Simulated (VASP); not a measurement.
# Sn4O7 (a cell with a defect) in VASP: notebook

Sn4O7 (a cell with a defect) is run at these levels: PBE+D3(BJ); tasks: single point.

Program: VASP 6.6.1. These are calculated values, not measurements. Logs are shortened: lines on timing, memory, paths and dates and some standing lists are left out, and cuts for length are marked.

## Step 1: The cell of the first run

The cell holds a defect, 11 atoms: a = 5.692 Å, b = 5.692 Å, c = 5.692 Å, α = 69.33°, β = 69.33°, γ = 69.33°.

## Step 2: Single point, PBE+D3(BJ)

Input file INCAR:

```
SYSTEM = Sn4O7
ALGO     = Normal         ! electronic algorithm
EDIFF    = 1E-6           ! SCF threshold, eV
ENCUT    = 520            ! plane-wave cutoff, eV
GGA      = PE             ! functional
ISIF     = 2              ! what is computed and relaxed
ISMEAR   = 0              ! smearing method
IVDW     = 12             ! dispersion correction
KPAR     = 4            
LASPH    = .True.         ! aspherical terms in the spheres
LCHARG   = .False.        ! write CHGCAR
LREAL    = .False.        ! projectors in reciprocal space
LWAVE    = .False.        ! write WAVECAR
NBANDS   = 60             ! bands
NELECT   = 96.0         
NELM     = 100            ! most SCF steps
PREC     = Accurate       ! precision mode
SIGMA    = 0.05           ! smearing width, eV
```

Input file KPOINTS:

```
k-points
0
Gamma
  6 6 6
  0 0 0
```

Input file POSCAR:

```
Sn4O7
1.0
   -3.2376496260     -1.8692578831      4.2923370236
    3.2376496260     -1.8692578831      4.2923370236
    0.0000000000      3.7385157663      4.2923370236
Sn O
4 7
Direct
    0.5000000000      0.5000000000      0.5000000000
    0.0000000000      0.0000000000      0.5000000000
    0.0000000000      0.5000000000      0.0000000000
    0.5000000000      0.0000000000      0.0000000000
    0.7436146560      0.7436146560      0.2436146560
    0.7436146560      0.2436146560      0.7436146560
    0.2436146560      0.7436146560      0.7436146560
    0.7563853440      0.7563853440      0.7563853440
    0.2563853440      0.2563853440      0.7563853440
    0.2563853440      0.7563853440      0.2563853440
    0.6851446018      0.2270832924      0.2590915877
```

Potentials or basis: VASP PAW PBE potentials, release 64 (Sn_d, O).

Started as:

```sh
cat potpaw_PBE.64/Sn_d/POTCAR potpaw_PBE.64/O/POTCAR > POTCAR
mpirun -np 4 vasp_std > vasp.out
```

OUTCAR:

```text
SYSTEM = Sn4O7
   EDIFF = 1E-6
   ENCUT = 520
   GGA = PE
   ISIF = 2
   ISMEAR = 0
   IVDW = 12
   LASPH = .True.
   LREAL = .False.
   NELECT = 96.0
   NELM = 100
   PREC = Accurate
 IVDW          = 12

 ion  position               nearest neighbor table
   1  0.500  0.500  0.500-   6 2.12   7 2.12  10 2.12   9 2.12   5 2.12  11 2.18   2 3.24   2 3.24
                             3 3.24   4 3.24   4 3.24   3 3.24
   2  0.000  0.000  0.500-   6 2.12   7 2.12  10 2.12   8 2.12  11 2.37   1 3.24   1 3.24   3 3.24
                             3 3.24   4 3.24   4 3.24
   3  0.000  0.500  0.000-   5 2.12   8 2.12   9 2.12   7 2.12  11 2.51   4 3.24   4 3.24   2 3.24
                             1 3.24   1 3.24   2 3.24
   4  0.500  0.000  0.000-   5 2.12   8 2.12   9 2.12   6 2.12  10 2.12   3 3.24   3 3.24   1 3.24
                             1 3.24   2 3.24   2 3.24
   5  0.744  0.744  0.244-   3 2.12   4 2.12   1 2.12
   6  0.744  0.244  0.744-   1 2.12   2 2.12   4 2.12
   7  0.244  0.744  0.744-   1 2.12   2 2.12   3 2.12
   8  0.756  0.756  0.756-   3 2.12   4 2.12   2 2.12
   9  0.256  0.256  0.756-   3 2.12   4 2.12   1 2.12
  10  0.256  0.756  0.256-   1 2.12   2 2.12   4 2.12
  11  0.685  0.227  0.259-   1 2.18   2 2.37   3 2.51

  LATTYP: Found a trigonal (rhomboedric) cell.
 ALAT       =     5.6921575223
 COS(alpha) =     0.3529529344

  Lattice vectors:

 A1 = (  -3.2376496260,  -1.8692578831,   4.2923370236)
 A2 = (   3.2376496260,  -1.8692578831,   4.2923370236)
 A3 = (   0.0000000000,   3.7385157663,   4.2923370236)

Analysis of symmetry for initial positions (statically):
=====================================================================
 Subroutine PRICEL returns:
 Original cell was already a primitive cell.

 Routine SETGRP: Setting up the symmetry group for a
 trigonal (rhombohedral) supercell.

 Subroutine GETGRP returns: Found  1 space group operations
 (whereof  1 operations were pure point group operations)
 out of a pool of 12 trial point group operations.

The static configuration has the point symmetry C_1 .

Analysis of symmetry for dynamics (positions and initial velocities):
=====================================================================
 Subroutine PRICEL returns:
 Original cell was already a primitive cell.

 Routine SETGRP: Setting up the symmetry group for a
 trigonal (rhombohedral) supercell.

 Subroutine GETGRP returns: Found  1 space group operations
 (whereof  1 operations were pure point group operations)
 out of a pool of 12 trial point group operations.

The dynamic configuration has the point symmetry C_1 .

 Subroutine INISYM returns: Found  1 space group operations
 (whereof  1 operations are pure point group operations),
 and found     1 'primitive' translations

----------------------------------------------------------------------------------------

                                     Primitive cell

  volume of cell :     155.8634

  direct lattice vectors                    reciprocal lattice vectors
    -3.237649626 -1.869257883  4.292337024    -0.154433017 -0.089161944  0.077657773
     3.237649626 -1.869257883  4.292337024     0.154433017 -0.089161944  0.077657773
     0.000000000  3.738515766  4.292337024     0.000000000  0.178323888  0.077657773

  length of vectors
     5.692157522  5.692157522  5.692157522     0.194499714  0.194499714  0.194499714

  position of ions in fractional coordinates (direct lattice)
     0.500000000  0.500000000  0.500000000
     1.000000000  1.000000000  0.500000000
     1.000000000  0.500000000  1.000000000
     0.500000000  1.000000000  1.000000000
     0.743614656  0.743614656  0.243614656
     0.743614656  0.243614656  0.743614656
     0.243614656  0.743614656  0.743614656
     0.756385344  0.756385344  0.756385344
     0.256385344  0.256385344  0.756385344
     0.256385344  0.756385344  0.256385344
     0.685144602  0.227083292  0.259091588

  ion indices of the primitive-cell ions
   primitive index   ion index
                 1           1
                 2           2
                 3           3
                 4           4
                 5           5
                 6           6
                 7           7
                 8           8
                 9           9
                10          10
                11          11

----------------------------------------------------------------------------------------

 KPOINTS: k-points

Automatic generation of k-mesh.
 Grid dimensions read from file:
 generate k-points for:    6    6    6

 Generating k-lattice:

  Cartesian coordinates                     Fractional coordinates (reciprocal lattice)
    -0.025738836 -0.014860324  0.012942962     0.166666667 -0.000000000 -0.000000000
     0.025738836 -0.014860324  0.012942962    -0.000000000  0.166666667 -0.000000000
     0.000000000  0.029720648  0.012942962     0.000000000  0.000000000  0.166666667

  Length of vectors
     0.032416619  0.032416619  0.032416619

  Shift w.r.t. Gamma in fractional coordinates (k-lattice)
     0.000000000  0.000000000  0.000000000

 Subroutine IBZKPT returns following result:
 ===========================================

 Found    112 irreducible k-points:

 Following reciprocal coordinates:
            Coordinates               Weight
  0.000000  0.000000  0.000000      1.000000
  0.166667  0.000000  0.000000      2.000000
  0.000000  0.166667  0.000000      2.000000
  0.000000  0.000000  0.166667      2.000000
  0.333333  0.000000  0.000000      2.000000
  0.000000  0.333333  0.000000      2.000000
[... 16 lines left out ...]
 -0.166667  0.500000  0.000000      2.000000
  0.166667  0.000000  0.500000      2.000000
 [... further k-points ...]
   k-points           NKPTS =    112   k-points in BZ     NKDIM =    112   number of bands    NBANDS=     60
   number of dos      NEDOS =    301   number of ions     NIONS =     11
   total plane-waves  NPLWV =  74088
   dimension x,y,z NGX =    42 NGY =   42 NGZ =   42
   dimension x,y,z NGXF=    84 NGYF=   84 NGZF=   84
   ions per type =               4   7
   NGX,Y,Z   is equivalent  to a cutoff of  12.27, 12.27, 12.27 a.u.
   NGXF,Y,Z  is equivalent  to a cutoff of  24.53, 24.53, 24.53 a.u.
 SYSTEM =  Sn4O7
   PREC   = accura    normal or accurate (medium, high low for compatibility)
   ISTART =      0    job   : 0-new  1-cont  2-samecut
   ICHARG =      2    charge: 1-file 2-atom 10-const
   ISPIN  =      1    spin polarized calculation?
   LNONCOLLINEAR =      F non collinear calculations
   LSORBIT =      F    spin-orbit coupling
   LASPH  =      T    aspherical Exc in radial PAW
   ENCUT  =  520.0 eV  38.22 Ry    6.18 a.u.  10.58 10.58 10.58*2*pi/ulx,y,z
   NELM   =    100;   NELMIN=  2; NELMDL= -5     # of ELM steps
   EDIFF  = 0.1E-05   stopping-criterion for ELM
   LREAL  =      F    real-space projection
   EDIFFG = 0.1E-04   stopping-criterion for IOM
   NSW    =      0    number of steps for IOM
   IBRION =     -1    ionic relax: 0-MD 1-quasi-New 2-CG
   NFREE  =      0    steps in history (QN), initial steepest desc. (CG)
   ISIF   =      2    stress and relaxation
   ISYM   =      2    0-nonsym 1-usesym 2-fastsym
   POTIM  = 0.5000    time-step for ionic-motion
   TEBEG  =    0.0;   TEEND  =   0.0 temperature during run
   PSTRESS=    0.0 pullay stress
   NELECT =      96.0000    total number of electrons
   NUPDOWN=      -1.0000    fix difference up-down
   EMIN   =  10.00;   EMAX   =-10.00  energy-range for DOS
   EFERMI =   0.00;   METHOD = LEGACY
   ISMEAR =     0;   SIGMA  =   0.05  broadening in eV -4-tet -1-fermi 0-gaus
   EFERMI_NEDOS =   21; number of points for ismear=-14 and -15
   IALGO  =     38    algorithm
   IMIX   =      4    mixing-type and parameters
     AMIX     =   0.40;   BMIX     =  1.00
     AMIX_MAG =   1.60;   BMIX_MAG =  1.00
  volume/ion in A,a.u.               =      14.17        95.62
  Fermi-wavevector in a.u.,A,eV,Ry     =   1.392891  2.632183 26.397288  1.940146
  Thomas-Fermi vector in A             =   2.516590
   LORBIT       =      0    0 simple, 1 ext, 2 COOP (PROOUT), +10 PAW based schemes
   GGA     = PE    functional components
   LHFCALC =     F    Hartree Fock is set to
   AEXX    =    0.0000 exact exchange contribution
   IVDW    =    12    specifies the selected vdW correction
   LEPSILON=     F    determine dielectric tensor
   LRPA    =     F    only Hartree local field effects (RPA)
 non-spin polarized calculation
 Gauss-broadening in eV      SIGMA  =   0.05
  energy-cutoff  :      520.00
  volume of cell :      155.86
 maximum number of plane-waves:      4214
   NGX = 21   NGY = 21   NGZ = 21

 number of electron      95.9999996 magnetization

 Free energy of the ion-electron system (eV)
  ---------------------------------------------------
  ext. energy  EPLUGINS =         0.00000000
  ---------------------------------------------------
  free energy    TOTEN  =       -74.42034843 eV

  energy without entropy =      -74.41975323  energy(sigma->0) =      -74.42005083

 E-fermi :   4.5835     XC(G=0): -10.2580

 val. band max:        4.5401134500   @ k =   0.0000   0.0000   0.5000
 cond. band min:       4.6453052157   @ k =  -0.1667  -0.0000  -0.1667
 fundamental gap:      0.1051917657
 Fermi energy:         4.5835158759

 k-point     1 :       0.0000    0.0000    0.0000
  band No.  band energies     occupation
      1     -16.3539      2.00000
      2     -16.2859      2.00000
      3     -16.0766      2.00000
      4     -15.7543      2.00000
      5     -15.6697      2.00000
      6     -15.6582      2.00000
[... 52 lines left out ...]
     59      13.7834      0.00000
     60      14.6997      0.00000

 k-point     2 :       0.1667    0.0000    0.0000
  band No.  band energies     occupation
      1     -16.3116      2.00000
      2     -16.2482      2.00000
      3     -16.0590      2.00000
      4     -15.7534      2.00000
      5     -15.6823      2.00000
      6     -15.6572      2.00000
[... 1383 lines left out ...]
      4     -15.8036      2.00000
      5     -15.6949      2.00000
      6     -15.6764      2.00000
[... 52 lines left out ...]
     59      13.5292      0.00000
     60      13.8899      0.00000

 [... further k-points ...]

------------------------ aborting loop because EDIFF is reached ----------------------------------------

 Edisp (eV)   -2.21127

 E8    (eV) :    -0.8949

  FORCE on cell =-STRESS in cart. coord.  units (eV):
  Direction    XX          YY          ZZ          XY          YZ          ZX
  --------------------------------------------------------------------------------------
  -------------------------------------------------------------------------------------
  Total     -21.82087   -21.29688   -32.79263    -0.10579     0.07453    -0.27594
  in kB    -224.30478  -218.91845  -337.08750    -1.08747     0.76611    -2.83644
  external pressure =     -260.10 kB  Pullay stress =        0.00 kB

 VOLUME and BASIS-vectors are now :
 -----------------------------------------------------------------------------
  energy-cutoff  :      520.00
  volume of cell :      155.86
      direct lattice vectors                 reciprocal lattice vectors
    -3.237649626 -1.869257883  4.292337024    -0.154433017 -0.089161944  0.077657773
     3.237649626 -1.869257883  4.292337024     0.154433017 -0.089161944  0.077657773
     0.000000000  3.738515766  4.292337024     0.000000000  0.178323888  0.077657773

 POSITION                                       TOTAL-FORCE (eV/Angst)
 -----------------------------------------------------------------------------------
      0.00000      0.00000      6.43851        -0.378545     -0.137150      0.570611
      0.00000      1.86926      2.14617         0.517551      2.482516     -1.884672
      1.61882     -0.93463      2.14617         2.293152     -0.906934     -1.745011
     -1.61882     -0.93463      2.14617        -2.115432     -1.256810     -1.088332
      0.00000     -1.86926      7.42937        -0.885047      0.360077     -0.067322
     -1.61882      0.93463      7.42937        -0.083066     -0.739558      0.148164
      1.61882      0.93463      7.42937        -0.084447     -0.038142      0.177775
      0.00000      0.00000      9.73998        -0.121699      0.088777      0.260685
      0.00000      1.86926      5.44765         0.125663      1.644807      0.522463
      1.61882     -0.93463      5.44765         1.344058     -0.737935      0.534538
     -1.48304     -0.73657      5.02770        -0.612189     -0.759648      2.571099
 -----------------------------------------------------------------------------------
    total drift:                                0.000077     -0.000244      0.000254

  FREE ENERGIE OF THE ION-ELECTRON SYSTEM (eV)
  ---------------------------------------------------
  free  energy   TOTEN  =       -76.6316153407 eV

  energy  without entropy=      -76.6310201390  energy(sigma->0) =      -76.63131774
```

It took 8 min on 4 MPI ranks of Intel Xeon Platinum 8375C at 2.90GHz (Ice Lake), shared host; peak memory 0.77 GiB.

What came out:

| Property | Result |
| --- | --- |
| Free energy | -76.6316 eV |
| Largest force | 3.160 eV/Å |
| Dispersion energy per atom | -0.201 eV |

Forces in eV/Å, atoms in the order of the input:
```
Sn  -0.379 -0.137  0.571
Sn   0.518  2.483 -1.885
Sn   2.293 -0.907 -1.745
Sn  -2.115 -1.257 -1.088
O   -0.885  0.360 -0.067
O   -0.083 -0.740  0.148
O   -0.084 -0.038  0.178
O   -0.122  0.089  0.261
O    0.126  1.645  0.522
O    1.344 -0.738  0.535
O   -0.612 -0.760  2.571
```

Caveat: the cell carries a net charge on a neutralising background, which shifts energy and pressure; the cell differs from its parent crystal (atoms taken out, atom 11 moved -0.167 of the way to it and -0.167 Å across, host rigid); the cell is charged against a uniform background, so pressure and absolute levels hang on convention; spin-orbit coupling is left out, which moves the levels of the heavy elements.

## Step 3: Single point, PBE+D3(BJ)

Input file INCAR:

```
SYSTEM = Sn4O7
  ALGO = Normal
  EDIFF = 1E-6
  ENCUT = 520
  GGA = PE
  ISIF = 2
  ISMEAR = 0
  IVDW = 12
  LASPH = .True.
  LCHARG = .True.
  LELF = .True.
  LREAL = .False.
  LVHAR = .True.
  LWAVE = .False.
  NBANDS = 60
  NELECT = 96.0
  NELM = 80
  PREC = Accurate
  SIGMA = 0.05
```

KPOINTS is that of step 2.

POSCAR: that of step 2 with these lines changed.

```diff
@@ -18,2 +18,2 @@
     0.2563853440      0.7563853440      0.2563853440
-    0.6851446018      0.2270832924      0.2590915877
+    0.9187788737      0.2521288737      0.2521288737
```

Potentials or basis: VASP PAW PBE potentials, release 64 (Sn_d, O).

Started as:

```sh
cat potpaw_PBE.64/Sn_d/POTCAR potpaw_PBE.64/O/POTCAR > POTCAR
mpirun -np 1 vasp_std > vasp.out
```

Wall time 11 min (1 thread of Intel Xeon Platinum 8259CL at 2.50GHz (Skylake/Cascade Lake), shared host); peak memory 0.56 GiB.

The run converged. Its results:

```yaml
Free_energy: -74.9684 eV
Largest_force: 13.952 eV/Å
Dispersion_energy_per_atom: -0.200 eV
```

Forces on the atoms (eV/Å):
```
Sn    1.011   0.584   2.387
Sn   -8.130  11.226   1.596
Sn    5.657 -12.654   1.596
Sn   -2.574  -1.486  -1.997
O     0.517   0.427   0.049
O     0.628   0.235   0.049
O    -0.108  -0.062   0.143
O     0.127   0.073   0.127
O    -0.455   0.302   0.208
O     0.034  -0.544   0.208
O     3.291   1.900  -4.368
```

Levels at points of the mesh, in eV from the Fermi level:
```tsv
k point	band 46	band 47	band 48	band 49	band 50	band 51
(0.00, 0.00, 0.00)	-0.60	-0.57	-0.15	0.03	3.03	3.83
(0.50, 0.00, 0.00)	-0.70	-0.49	-0.18	1.47	2.86	3.53
(0.00, 0.50, 0.00)	-0.81	-0.57	-0.10	1.52	2.65	3.92
(0.50, 0.50, 0.00)	-1.24	-0.62	-0.35	1.98	2.83	4.00
(0.00, 0.50, 0.50)	-1.01	-0.64	-0.24	1.79	2.77	3.75
(0.50, 0.50, 0.50)	-1.36	-1.25	-1.22	1.46	2.92	4.11
```

Caveat: the cell carries a net charge on a neutralising background, which shifts energy and pressure; the cell differs from its parent crystal (atoms taken out, atom 11 moved 0.333 of the way to it and +0.000 Å across, host rigid); the cell is charged against a uniform background, so pressure and absolute levels hang on convention; spin-orbit coupling is left out, which moves the levels of the heavy elements.

## Step 4: Single point, PBE+D3(BJ)

Input file INCAR:

```
PREC     = Accurate       # precision mode
ENCUT    = 520            # plane-wave cutoff, eV
EDIFF    = 1E-6           # SCF threshold, eV
ISMEAR   = 0              # smearing method
SIGMA    = 0.05           # smearing width, eV
LREAL    = F              # projectors in reciprocal space
LASPH    = T              # aspherical terms in the spheres
NELM     = 60             # most SCF steps
ALGO     = Normal         # electronic algorithm
ISIF     = 2              # what is computed and relaxed
LWAVE    = F              # write WAVECAR
LCHARG   = T              # write CHGCAR
GGA      = PE             # functional
IVDW     = 12             # dispersion correction
LVHAR    = T            
NELECT   = 96.0         
NBANDS   = 60             # bands
KPAR     = 4
```

Input file KPOINTS:

```
regular mesh
0
Gamma
  6 6 6
```

POSCAR: that of step 3 with these lines changed.

```diff
@@ -18,2 +18,2 @@
     0.2563853440      0.7563853440      0.2563853440
-    0.9187788737      0.2521288737      0.2521288737
+    0.8276260862      0.2856873956      0.2536791003
```

Started as:

```sh
cat potpaw_PBE.64/Sn_d/POTCAR potpaw_PBE.64/O/POTCAR > POTCAR
mpirun -np 4 vasp_std > vasp.out
```

Wall time 6.4 min (4 MPI ranks of Oxide Virtual Turin-like, shared host); peak memory 0.75 GiB.

Results (log left out):

| Quantity | Value |
| --- | --- |
| Free energy | -76.9033 eV |
| Largest force | 9.029 eV/Å |
| Dispersion energy per atom | -0.200 eV |

Forces in eV/Å, atoms in the order of the input:
```
Sn   0.419  0.148  2.263
Sn  -1.724  4.171 -0.529
Sn   3.082 -8.396  1.240
Sn  -2.822 -1.543 -1.435
O    1.102  0.011  0.573
O    0.321  0.214  0.186
O   -0.125 -0.027  0.297
O    0.149 -0.103  0.173
O   -0.227  0.792  0.296
O    0.837 -0.523  0.264
O   -1.012  5.254 -3.327
```

Levels at points of the mesh, in eV from the Fermi level:
```
           k point  band 45  band 46  band 47  band 48  band 49  band 50  band 51  band 52
(0.00, 0.00, 0.00)    -0.92    -0.63    -0.49    -0.44     0.05     3.34     3.72     4.14
(0.50, 0.00, 0.00)    -1.07    -0.59    -0.56    -0.10     1.04     2.59     4.08     4.33
(0.00, 0.50, 0.00)    -0.88    -0.75    -0.51    -0.07     1.14     2.51     3.76     4.43
(0.00, 0.00, 0.50)    -0.89    -0.67    -0.56    -0.10     1.17     2.38     3.97     4.36
(0.50, 0.50, 0.00)    -1.26    -1.11    -0.72    -0.25     1.56     2.65     3.85     4.27
(0.50, 0.00, 0.50)    -1.20    -1.05    -0.65    -0.31     1.52     2.79     3.64     4.36
(0.00, 0.50, 0.50)    -1.17    -0.93    -0.55    -0.31     1.57     2.68     3.72     4.18
(0.50, 0.50, 0.50)    -1.34    -1.29    -1.25    -1.20     1.06     3.51     3.68     4.03
```

Caveat: the cell carries a net charge on a neutralising background, which shifts energy and pressure; the cell differs from its parent crystal (atoms taken out, atom 11 moved 0.167 of the way to it and +0.167 Å across, host rigid); the cell is charged against a uniform background, so pressure and absolute levels hang on convention; spin-orbit coupling is left out, which moves the levels of the heavy elements.
